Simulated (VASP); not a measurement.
Set up this calculation in VASP 6.6.1, as the native input.

| Item | Value |
| --- | --- |
| Task | single point |
| Functional | PBEsol |
| Potentials or basis | VASP PAW PBE potentials, release 64 (Co) |
| Cutoff | 520 eV |
| k mesh | 21 × 21 × 10 |
| Occupations | gaussian, width 0.1 eV |
| Spin | collinear spin, ferromagnetic start |
| Starting moments | [1.89, 1.89] μB |
| Dipole correction | no |
| Further INCAR settings | ALGO = Normal; EDIFF = 1e-06; NBANDS = 20 |

The structure of Co lies in POSCAR:

```
Co
1.0
    2.5165928671      0.0000000000      0.0000000000
   -1.2582964335      2.1794333538      0.0000000000
    0.0000000000      0.0000000000      4.4574783222
Co
2
Direct
    0.6666666700      0.3333333300      0.7500000000
    0.3333333300      0.6666666700      0.2500000000
```

This cell differs from its parent crystal: Ir replaced by Co, lengths x 0.936, strained.

One way to write it, as run:

INCAR

```
PREC = Accurate
ENCUT = 520
EDIFF = 1E-6
ISMEAR = 0
SIGMA = 0.1
LREAL = False
LASPH = True
NELM = 150
ALGO = Normal
ISIF = 2
LWAVE = False
LCHARG = False
ISPIN = 2
MAGMOM = 1.89 1.89
LORBIT = 11
LMAXMIX = 4
GGA = PS
NBANDS = 20
```

KPOINTS

```
Automatic mesh
0
Gamma
  21 21 10
```

Potentials or basis: VASP PAW PBE potentials, release 64 (Co).

Run with:

```bash
$ cat potpaw_PBE.64/Co/POTCAR > POTCAR
$ mpirun -np 1 vasp_std > vasp.out
```

It gave:

```json
{
  "Pressure": "-25.5 GPa",
  "Net moment": "3.45 μB per cell",
  "Site moments": "Co +1.76 μB",
  "Valence electrons inside the program's atomic spheres": "Co 8.07"
}
```

Caveat: the cell differs from its parent crystal (Ir replaced by Co, lengths x 0.936, strained); the PAW data sets were made with another functional, which shifts forces and pressure a little.

Run time: 3.5 min on 1 thread of Intel(R) Xeon(R) Platinum 8488C (Sapphire Rapids) (shared host), peak memory 0.3 GiB.
